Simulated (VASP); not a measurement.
Write the native input for VASP 6.6.1 that does the following.

| Item | Value |
| --- | --- |
| Task | single point |
| Functional | PBE |
| Potentials or basis | VASP PAW PBE potentials, release 64 (Ti_sv) |
| Cutoff | 520 eV |
| k mesh | 24 × 24 × 14 |
| Occupations | gaussian, width 0.15 eV |
| Spin | no spin polarisation |
| Dipole correction | no |
| Further INCAR settings | ALGO = Fast; EDIFF = 1e-07; NBANDS = 19 |

The structure of Ti lies in POSCAR:

```
Ti
1.0
    2.7033814164      0.0000000000      0.0000000000
   -1.3516907082      2.3411969827      0.0000000000
    0.0000000000      0.0000000000      5.0226847358
Ti
2
Direct
    0.3333333333      0.6666666667      0.2500000000
    0.6666666667      0.3333333333      0.7500000000
```

This cell differs from its parent crystal: strain -0.080 along x and y, +0.080 along z.

The input as run:

INCAR

```
SYSTEM = Ti
PREC     = Accurate       ! precision mode
ENCUT    = 520            ! plane-wave cutoff, eV
EDIFF    = 1E-7           ! SCF threshold, eV
ISMEAR   = 0              ! smearing method
SIGMA    = 0.15           ! smearing width, eV
LREAL    = .False.        ! projectors in reciprocal space
LASPH    = .True.         ! aspherical terms in the spheres
NELM     = 80             ! most SCF steps
ALGO     = Fast           ! electronic algorithm
ISIF     = 2              ! what is computed and relaxed
LWAVE    = .False.        ! write WAVECAR
LCHARG   = .False.        ! write CHGCAR
GGA      = PE             ! functional
NBANDS   = 19             ! bands
```

KPOINTS

```
Automatic mesh
0
Gamma
  24 24 14
  0 0 0
```

Potentials or basis: VASP PAW PBE potentials, release 64 (Ti_sv).

Command:

```bash
$ cat potpaw_PBE.64/Ti_sv/POTCAR > POTCAR
$ mpirun -np 1 vasp_std > vasp.out
```

Results of the run:

| Quantity | Value |
| --- | --- |
| Pressure | 10.7 GPa |
| Band gap on the k mesh | zero (bands 12 and 13 overlap by 0.36 eV) |

Caveat: the cell differs from its parent crystal (strain -0.080 along x and y, +0.080 along z); the cell stands under pressure.

Run time: 9 min on 1 thread of AMD EPYC 9R45 96-Core Processor (Zen 5), with other jobs on the host, peak memory 0.31 GiB.
